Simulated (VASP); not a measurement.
# BN (P1) in VASP: further runs

The runs below take BN through single point, with r2SCAN.

Everything below comes from runs of VASP 6.6.1. Logs are shortened: lines on timing, memory, paths and dates and some standing lists are left out, and cuts for length are marked.

### Step 1. The cell of the first run

The typed cell holds 2 atoms: a = 2.466 Å, b = 2.466 Å, c = 3.218 Å, α = 101.11°, β = 101.11°, γ = 119.81°.

### Step 2. Single point, r2SCAN

Contents of POSCAR:

```
BN
1.0
    2.4655235381      0.0000000000      0.0000000000
   -1.2255759862      2.1393386411      0.0000000000
   -0.6199737759     -1.0696693205      2.9713006098
B N
1 1
Direct
    0.9796430000      0.9834990000      0.0018060000
    0.6685060000      0.3323850000      0.9849990000
```

Contents of INCAR.step1:

```
PREC = Accurate
ENCUT = 520
ISMEAR = 0
SIGMA = 0.01
LREAL = False
LASPH = True
NELM = 100
NBANDS = 11
GGA = PE
ALGO = Normal
EDIFF = 1E-4
LWAVE = True
LCHARG = False
```

Contents of INCAR.step2:

```
PREC = Accurate
ENCUT = 520
EDIFF = 1E-6
ISMEAR = 0
SIGMA = 0.01
LREAL = False
LASPH = True
NELM = 100
ALGO = Normal
ISIF = 2
LWAVE = False
LCHARG = False
METAGGA = R2SCAN
LMIXTAU = True
NBANDS = 11
ISTART = 1
```

Contents of KPOINTS:

```
Automatic mesh
0
Gamma
  10 10 6
```

Potentials or basis: VASP PAW PBE potentials, release 64 (B, N).

On the command line:

```sh
> cat potpaw_PBE.64/B/POTCAR potpaw_PBE.64/N/POTCAR > POTCAR
> cp INCAR.step1 INCAR
> mpirun -np 1 vasp_std > vasp.out
> cp INCAR.step2 INCAR
> mpirun -np 1 vasp_std > vasp.out
```

OUTCAR:

```text
PREC = Accurate
   ENCUT = 520
   EDIFF = 1E-6
   ISMEAR = 0
   LREAL = False
   LASPH = True
   NELM = 100
   ISIF = 2
   METAGGA = R2SCAN
   ISTART = 1

 ion  position               nearest neighbor table
   1  0.980  0.983  0.002-   2 1.38   2 1.41   2 1.49
   2  0.669  0.332  0.985-   1 1.38   1 1.41   1 1.49

  LATTYP: Found a face centered orthorhombic cell.
 ALAT       =     2.4726988803
 B/A-ratio  =     1.7253460737
 C/A-ratio  =     2.4032854412

  Lattice vectors:

 A1 = (  -1.8455497621,   1.0696693206,   2.9713006098)
 A2 = (   0.6199737760,   1.0696693206,   2.9713006098)
 A3 = (  -1.2255759862,   2.1393386411,   0.0000000000)

Analysis of symmetry for initial positions (statically):
=====================================================================
 Subroutine PRICEL returns:
 Original cell was already a primitive cell.

 Routine SETGRP: Setting up the symmetry group for a
 face centered orthorhombic supercell.

 Subroutine GETGRP returns: Found  1 space group operations
 (whereof  1 operations were pure point group operations)
 out of a pool of  8 trial point group operations.

The static configuration has the point symmetry C_1 .

Analysis of symmetry for dynamics (positions and initial velocities):
=====================================================================
 Subroutine PRICEL returns:
 Original cell was already a primitive cell.

 Routine SETGRP: Setting up the symmetry group for a
 face centered orthorhombic supercell.

 Subroutine GETGRP returns: Found  1 space group operations
 (whereof  1 operations were pure point group operations)
 out of a pool of  8 trial point group operations.

The dynamic configuration has the point symmetry C_1 .

 Subroutine INISYM returns: Found  1 space group operations
 (whereof  1 operations are pure point group operations),
 and found     1 'primitive' translations

----------------------------------------------------------------------------------------

                                     Primitive cell

  volume of cell :      15.6724

  direct lattice vectors                    reciprocal lattice vectors
     2.465523538  0.000000000  0.000000000     0.405593370  0.232354750  0.168276477
    -1.225575986  2.139338641  0.000000000     0.000000000  0.467434178  0.168276477
    -0.619973776 -1.069669321  2.971300610     0.000000000  0.000000000  0.336552955

  length of vectors
     2.465523538  2.465523539  3.218258419     0.496801453  0.496801453  0.336552955

  position of ions in fractional coordinates (direct lattice)
     0.979643000  0.983499000  0.001806000
     0.668506000  0.332385000  0.984999000

  ion indices of the primitive-cell ions
   primitive index   ion index
                 1           1
                 2           2

----------------------------------------------------------------------------------------

 KPOINTS: Automatic mesh

Automatic generation of k-mesh.
 Grid dimensions read from file:
 generate k-points for:   10   10    6

 Generating k-lattice:

  Cartesian coordinates                     Fractional coordinates (reciprocal lattice)
     0.040559337  0.023235475  0.016827648     0.100000000  0.000000000  0.000000000
     0.000000000  0.046743418  0.016827648     0.000000000  0.100000000  0.000000000
     0.000000000  0.000000000  0.056092159     0.000000000  0.000000000  0.166666667

  Length of vectors
     0.049680145  0.049680145  0.056092159

  Shift w.r.t. Gamma in fractional coordinates (k-lattice)
     0.000000000  0.000000000  0.000000000

 -----------------------------------------------------------------------------
|                                                                             |
|           W    W    AA    RRRRR   N    N  II  N    N   GGGG   !!!           |
|           W    W   A  A   R    R  NN   N  II  NN   N  G    G  !!!           |
|           W    W  A    A  R    R  N N  N  II  N N  N  G       !!!           |
|           W WW W  AAAAAA  RRRRR   N  N N  II  N  N N  G  GGG   !            |
|           WW  WW  A    A  R   R   N   NN  II  N   NN  G    G                |
|           W    W  A    A  R    R  N    N  II  N    N   GGGG   !!!           |
|                                                                             |
|     Your reciprocal lattice and k-lattice belong to different lattice       |
|     classes:                                                                |
|                                                                             |
|        The reciprocal lattice is body-centered orthorhombic,                |
|        whereas your k-lattice is base-centered monoclinic.                  |
|                                                                             |
|     Results are often still useful ...                                      |
|                                                                             |
 -----------------------------------------------------------------------------

 WARNING: IBZKPT: internal override: KBLOWUP is changed to .FALSE.
      ... skipping the blow-up phase ...

 Subroutine IBZKPT returns following result:
 ===========================================

 Found    304 irreducible k-points:

 Following reciprocal coordinates:
            Coordinates               Weight
  0.000000  0.000000  0.000000      1.000000
  0.100000 -0.000000  0.000000      2.000000
  0.200000 -0.000000  0.000000      2.000000
  0.300000 -0.000000  0.000000      2.000000
  0.400000 -0.000000  0.000000      2.000000
  0.500000 -0.000000 -0.000000      1.000000
[... 16 lines left out ...]
 -0.400000  0.200000  0.000000      2.000000
 -0.300000  0.200000  0.000000      2.000000
 [... further k-points ...]
   k-points           NKPTS =    304   k-points in BZ     NKDIM =    304   number of bands    NBANDS=     11
   number of dos      NEDOS =    301   number of ions     NIONS =      2
   total plane-waves  NPLWV =   7776
   dimension x,y,z NGX =    18 NGY =   18 NGZ =   24
   dimension x,y,z NGXF=    36 NGYF=   36 NGZF=   48
   ions per type =               1   1
   NGX,Y,Z   is equivalent  to a cutoff of  12.14, 12.14, 12.40 a.u.
   NGXF,Y,Z  is equivalent  to a cutoff of  24.27, 24.27, 24.80 a.u.
 SYSTEM =  unknown system
   PREC   = accura    normal or accurate (medium, high low for compatibility)
   ISTART =      1    job   : 0-new  1-cont  2-samecut
   ICHARG =      0    charge: 1-file 2-atom 10-const
   ISPIN  =      1    spin polarized calculation?
   LNONCOLLINEAR =      F non collinear calculations
   LSORBIT =      F    spin-orbit coupling
   LASPH  =      T    aspherical Exc in radial PAW
   ENCUT  =  520.0 eV  38.22 Ry    6.18 a.u.   4.58  4.58  5.98*2*pi/ulx,y,z
   NELM   =    100;   NELMIN=  2; NELMDL=  0     # of ELM steps
   EDIFF  = 0.1E-05   stopping-criterion for ELM
   LREAL  =      F    real-space projection
   EDIFFG = 0.1E-04   stopping-criterion for IOM
   NSW    =      0    number of steps for IOM
   IBRION =     -1    ionic relax: 0-MD 1-quasi-New 2-CG
   NFREE  =      0    steps in history (QN), initial steepest desc. (CG)
   ISIF   =      2    stress and relaxation
   ISYM   =      2    0-nonsym 1-usesym 2-fastsym
   POTIM  = 0.5000    time-step for ionic-motion
   TEBEG  =    0.0;   TEEND  =   0.0 temperature during run
   PSTRESS=    0.0 pullay stress
   NELECT =       8.0000    total number of electrons
   NUPDOWN=      -1.0000    fix difference up-down
   EMIN   =  10.00;   EMAX   =-10.00  energy-range for DOS
   EFERMI =   0.00;   METHOD = LEGACY
   ISMEAR =     0;   SIGMA  =   0.01  broadening in eV -4-tet -1-fermi 0-gaus
   EFERMI_NEDOS =   21; number of points for ismear=-14 and -15
   IALGO  =     38    algorithm
   IMIX   =      4    mixing-type and parameters
     AMIX     =   0.40;   BMIX     =  1.00
     AMIX_MAG =   1.60;   BMIX_MAG =  1.00
  volume/ion in A,a.u.               =       7.84        52.88
  Fermi-wavevector in a.u.,A,eV,Ry     =   1.308357  2.472437 23.290441  1.711799
  Thomas-Fermi vector in A             =   2.439030
   LORBIT       =      0    0 simple, 1 ext, 2 COOP (PROOUT), +10 PAW based schemes
   METAGGA = R2SCAN    functional components
   LHFCALC =     F    Hartree Fock is set to
   AEXX    =    0.0000 exact exchange contribution
   IVDW    =     0    specifies the selected vdW correction
   LEPSILON=     F    determine dielectric tensor
   LRPA    =     F    only Hartree local field effects (RPA)
 non-spin polarized calculation
 Gauss-broadening in eV      SIGMA  =   0.01
  energy-cutoff  :      520.00
  volume of cell :       15.67
 maximum number of plane-waves:       436
   NGX =  9   NGY =  9   NGZ = 11

 number of electron       7.9999999 magnetization

 Free energy of the ion-electron system (eV)
  ---------------------------------------------------
  ext. energy  EPLUGINS =         0.00000000
  ---------------------------------------------------
  free energy    TOTEN  =       -19.09648035 eV

  energy without entropy =      -19.09648035  energy(sigma->0) =      -19.09648035

 E-fermi :   3.7692     XC(G=0): -11.5956

 val. band max:        3.6195379977   @ k =   0.4000   0.4000   0.1667
 cond. band min:       6.9070152842   @ k =   0.5000   0.5000   0.5000
 fundamental gap:      3.2874772865
 Fermi energy:         3.7692280103

 k-point     1 :       0.0000    0.0000    0.0000
  band No.  band energies     occupation
      1     -16.0595      2.00000
      2      -0.4578      2.00000
      3       1.0618      2.00000
      4       2.8147      2.00000
      5       9.7610      0.00000
      6      14.9111      0.00000
      7      17.0665      0.00000
      8      18.4448      0.00000
      9      20.3265      0.00000
     10      31.3128      0.00000
     11      32.5568      0.00000

 k-point     2 :       0.1000   -0.0000    0.0000
  band No.  band energies     occupation
      1     -15.8291      2.00000
      2      -0.3395      2.00000
      3       0.7205      2.00000
      4       1.8484      2.00000
      5      10.3113      0.00000
      6      15.0746      0.00000
      7      17.6080      0.00000
      8      17.9384      0.00000
      9      20.8585      0.00000
     10      29.6398      0.00000
     11      31.8392      0.00000

 k-point     3 :       0.2000   -0.0000    0.0000
  band No.  band energies     occupation
      1     -15.1580      2.00000
      2      -0.5345      2.00000
      3       0.0222      2.00000
      4       0.1290      2.00000
      5      11.5576      0.00000
      6      15.1535      0.00000
      7      15.8089      0.00000
      8      20.1950      0.00000
      9      22.2568      0.00000
     10      26.3754      0.00000
     11      30.9130      0.00000

 k-point     4 :       0.3000   -0.0000    0.0000
  band No.  band energies     occupation
      1     -14.1245      2.00000
      2      -2.9817      2.00000
      3      -0.7910      2.00000
      4       0.7101      2.00000
      5      11.9214      0.00000
      6      13.9270      0.00000
      7      16.1284      0.00000
      8      23.0147      0.00000
      9      23.7697      0.00000
     10      24.8474      0.00000
     11      29.4864      0.00000
[... 239 lines left out ...]
 k-point    22 :       0.5000    0.2000    0.0000
  band No.  band energies     occupation
      1     -12.5902      2.00000
      2      -4.9538      2.00000
      3      -3.0241      2.00000
      4       2.3855      2.00000
      5      10.1989      0.00000
      6      15.6544      0.00000
      7      17.7993      0.00000
      8      20.2748      0.00000
      9      23.3927      0.00000
     10      27.3716      0.00000
     11      30.1890      0.00000

 k-point    23 :      -0.4000    0.2000    0.0000
  band No.  band energies     occupation
      1     -13.6485      2.00000
      2      -3.6845      2.00000
      3      -1.8652      2.00000
      4       1.7450      2.00000
      5      11.9905      0.00000
      6      14.3767      0.00000
      7      16.6346      0.00000
      8      20.8836      0.00000
      9      22.6661      0.00000
     10      25.9503      0.00000
     11      30.4639      0.00000

 k-point    24 :      -0.3000    0.2000    0.0000
  band No.  band energies     occupation
      1     -14.6071      2.00000
      2      -2.4755      2.00000
      3      -0.1978      2.00000
      4       1.0660      2.00000
      5      11.9972      0.00000
      6      14.6892      0.00000
      7      15.6764      0.00000
      8      21.0286      0.00000
      9      23.2734      0.00000
     10      24.9753      0.00000
     11      30.6439      0.00000

 [... further k-points ...]

------------------------ aborting loop because EDIFF is reached ----------------------------------------

  FORCE on cell =-STRESS in cart. coord.  units (eV):
  Direction    XX          YY          ZZ          XY          YZ          ZX
  --------------------------------------------------------------------------------------
  -------------------------------------------------------------------------------------
  Total        1.2688117      2.8196477      0.7870902     -0.6432152      0.1324593      0.0657928
  in kB      129.7097090    288.2505508     80.4636619    -65.7554294     13.5412156      6.7259540
  external PRESSURE =     166.1413072 kB  Pullay stress =       0.0000000 kB

 VOLUME and BASIS-vectors are now :
 -----------------------------------------------------------------------------
  energy-cutoff  :      520.00
  volume of cell :       15.67
      direct lattice vectors                 reciprocal lattice vectors
     2.465523538  0.000000000  0.000000000     0.405593370  0.232354750  0.168276477
    -1.225575986  2.139338641  0.000000000     0.000000000  0.467434178  0.168276477
    -0.619973776 -1.069669321  2.971300610     0.000000000  0.000000000  0.336552955

 POSITION                                       TOTAL-FORCE (eV/Angst)
 -----------------------------------------------------------------------------------
      1.20886      2.10211      0.00537         1.864258      2.345811     -0.593269
      0.63018     -0.34254      2.92673        -1.864258     -2.345811      0.593269
 -----------------------------------------------------------------------------------
    total drift:                                0.000126     -0.000021      0.000098

  FREE ENERGIE OF THE ION-ELECTRON SYSTEM (eV)
  ---------------------------------------------------
  free  energy   TOTEN  =       -19.0964803485 eV

  energy  without entropy=      -19.0964803485  energy(sigma->0) =      -19.09648035
```

It took 83 s on 1 thread of Intel Xeon Platinum 8488C (Sapphire Rapids), shared host; peak memory 0.16 GiB.

Results:

```
Free energy            : -19.0965 eV
Pressure               : 16.6 GPa
Largest force          : 3.055 eV/Å
Band gap on the k mesh : 3.29 eV, indirect (least direct gap 5.42 eV)
```

Forces on the atoms (eV/Å):
```
B    1.864  2.346 -0.593
N   -1.864 -2.346  0.593
```

Stress tensor (GPa, compression positive):
```
12.97 -6.58  0.67
-6.58 28.83  1.35
 0.67  1.35  8.05
```

Caveat: the PAW data sets were made with another functional, which shifts forces and pressure a little. r2SCAN opens gaps a little over a GGA but as a rule still falls short of measured ones.

### Step 3. Single point, r2SCAN

This run uses another cell than the first one, of 8.08 Å³/atom, 1.032 times its volume.

Contents of POSCAR:

```
BN
1.0
    2.4912079234      0.0000000000      0.0000000000
   -1.2383433216      2.1616250225      0.0000000000
   -0.6264323009     -1.0808125112      3.0022538854
B N
1 1
Direct
    0.9796430000      0.9834990000      0.0018060000
    0.6685060000      0.3323850000      0.9849990000
```

Contents of INCAR.step1:

```
SYSTEM = BN
PREC     = Accurate       ! precision mode
ENCUT    = 520            ! plane-wave cutoff, eV
ISMEAR   = 0              ! smearing method
SIGMA    = 0.01           ! smearing width, eV
LREAL    = .FALSE.        ! projectors in reciprocal space
LASPH    = .TRUE.         ! aspherical terms in the spheres
NELM     = 60             ! most SCF steps
NBANDS   = 11             ! bands
GGA      = PE             ! functional
ALGO     = Normal         ! electronic algorithm
EDIFF    = 1E-4           ! SCF threshold, eV
LWAVE    = .TRUE.         ! write WAVECAR
LCHARG   = .FALSE.        ! write CHGCAR
```

Contents of INCAR.step2:

```
SYSTEM = BN
PREC     = Accurate       ! precision mode
ENCUT    = 520            ! plane-wave cutoff, eV
EDIFF    = 1E-6           ! SCF threshold, eV
ISMEAR   = 0              ! smearing method
SIGMA    = 0.01           ! smearing width, eV
LREAL    = .FALSE.        ! projectors in reciprocal space
LASPH    = .TRUE.         ! aspherical terms in the spheres
NELM     = 60             ! most SCF steps
ALGO     = Normal         ! electronic algorithm
ISIF     = 2              ! what is computed and relaxed
LWAVE    = .FALSE.        ! write WAVECAR
LCHARG   = .FALSE.        ! write CHGCAR
METAGGA  = R2SCAN         ! meta-GGA
LMIXTAU  = .TRUE.       
NBANDS   = 11             ! bands
ISTART   = 1
```

Contents of KPOINTS:

```
regular mesh
0
G
  10 10 6
  0 0 0
```

Potentials or basis: VASP PAW PBE potentials, release 64 (B, N).

On the command line:

```sh
> cat potpaw_PBE.64/B/POTCAR potpaw_PBE.64/N/POTCAR > POTCAR
> cp INCAR.step1 INCAR
> mpirun -np 1 vasp_std > vasp.out
> cp INCAR.step2 INCAR
> mpirun -np 1 vasp_std > vasp.out
```

It took 93 s on 1 thread of Intel Xeon Platinum 8488C (Sapphire Rapids), shared host; peak memory 0.16 GiB.

Results (log left out):

| Quantity | Value |
| --- | --- |
| Free energy | -19.1333 eV |
| Pressure | 6.9 GPa |
| Largest force | 2.853 eV/Å |
| Band gap on the k mesh | 3.31 eV, indirect (least direct gap 5.34 eV) |

Forces in eV/Å, atoms in the order of the input:
```
B    1.732  2.182 -0.616
N   -1.732 -2.182  0.616
```

Stress tensor (GPa, compression positive):
```
 0.48 -5.30  0.61
-5.30 13.40  1.24
 0.61  1.24  6.89
```

Levels at points of the mesh, in eV from the valence-band top:
```csv
k point,band 2,band 3,band 4,band 5,band 6,band 7
"(0.00, 0.00, 0.00)",-3.96,-2.56,-0.84,6.04,11.06,13.19
"(0.50, 0.00, 0.00)",-9.56,-5.11,-1.66,5.53,10.35,14.68
"(0.00, 0.50, 0.00)",-9.83,-4.30,-1.14,4.39,10.47,14.99
"(0.50, 0.50, 0.00)",-10.02,-4.47,-0.14,7.07,9.88,13.33
"(0.00, 0.00, 0.50)",-7.36,-2.58,-0.88,10.76,11.84,13.16
"(0.50, 0.00, 0.50)",-9.57,-5.11,-1.55,5.19,10.39,14.97
"(0.00, 0.50, 0.50)",-9.82,-4.30,-1.23,4.61,10.40,14.83
"(0.50, 0.50, 0.50)",-9.46,-4.63,-2.32,3.31,9.97,16.73
```

Caveat: the PAW data sets were made with another functional, which shifts forces and pressure a little.
